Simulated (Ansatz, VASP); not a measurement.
**BN: VASP beside Ansatz**

```xyz
2
Lattice="0.0000 2.2356 2.2356 2.2356 0.0000 2.2356 2.2356 2.2356 0.0000" Properties=species:S:1:pos:R:3 pbc="T T T"
B     3.3533    3.3533    3.3533
N     0.0000    0.0000    0.0000
```

Alike in both runs: task relaxation of cell and atoms; functional PBE; k mesh 8 × 8 × 8; occupations gaussian, width 0.1 eV; no spin polarisation.

|  | VASP | Ansatz |
| --- | --- | --- |
| version | VASP 6.6.1 | Ansatz 0.2.0 |
| potentials or method | VASP PAW PBE potentials, release 64 (B, N), cutoff 600 eV | scalar-relativistic, plane waves, PAW |
| valence electrons in the cell | 8 | 8 |

|  | VASP | Ansatz | Ansatz less VASP |
| --- | --- | --- | --- |
| gap on the k mesh at the Fermi level, each at its own relaxed structure (eV) | 4.45 | 4.46 | +0.016 |
| relaxed volume (Å³/atom) | 5.96 | 5.95 | -0.011 |
| relaxed cell length with the largest relative difference (Å) | 2.565 | 2.563 | -0.0015 |

Noted on VASP's run: the volume moved by over 15 % at a fixed basis, so the end points are rough.
